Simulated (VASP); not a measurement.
A run of VASP 6.6.1 is set up as follows.

Contents of INCAR:

```
SYSTEM = Ba2SrN2
PREC = Accurate
ENCUT = 520
EDIFF = 1E-6
ISMEAR = 0
SIGMA = 0.1
LREAL = .False.
LASPH = .True.
NELM = 100
ALGO = Normal
ISIF = 2
LWAVE = .False.
LCHARG = .True.
GGA = PE
LELF = .True.
LVHAR = .True.
NBANDS = 28
```

The input KPOINTS:

```
regular mesh
0
Gamma
  6 6 6
  0 0 0
```

File POSCAR:

```
Ba2SrN2
1.0
   -2.1287812846      2.1287812846      7.6702923305
    2.1287812846     -2.1287812846      7.6702923305
    2.1287812846      2.1287812846     -7.6702923305
Ba Sr N
2 1 2
Direct
    0.3236164129      0.3236164129      0.0000000000
    0.6763835871      0.6763835871      0.0000000000
    0.0000000000      0.0000000000      0.0000000000
    0.1580711424      0.1580711424      0.0000000000
    0.8419288576      0.8419288576      0.0000000000
```

Potentials or basis: VASP PAW PBE potentials, release 64 (Ba_sv, Sr_sv, N).

Run with:

```sh
$ cat potpaw_PBE.64/Ba_sv/POTCAR potpaw_PBE.64/Sr_sv/POTCAR potpaw_PBE.64/N/POTCAR > POTCAR
$ mpirun -np 1 vasp_std > vasp.out
```

**Question.** Predict the pressure.

**Answer.** 0.9 GPa.

**Question.** What does it give for the largest force?

**Answer.** 0.258 eV/Å.

**Question.** Estimate the band gap on the k mesh.

**Answer.** Zero (band 20 reaches 2.32 eV, above the bottom of band 21 at 1.86 eV).

Stress tensor (GPa, compression positive):
```
0.44 0.00 0.00
0.00 0.44 0.00
0.00 0.00 1.70
```

Caveat: spin-orbit coupling is left out, which moves the levels of the heavy elements.
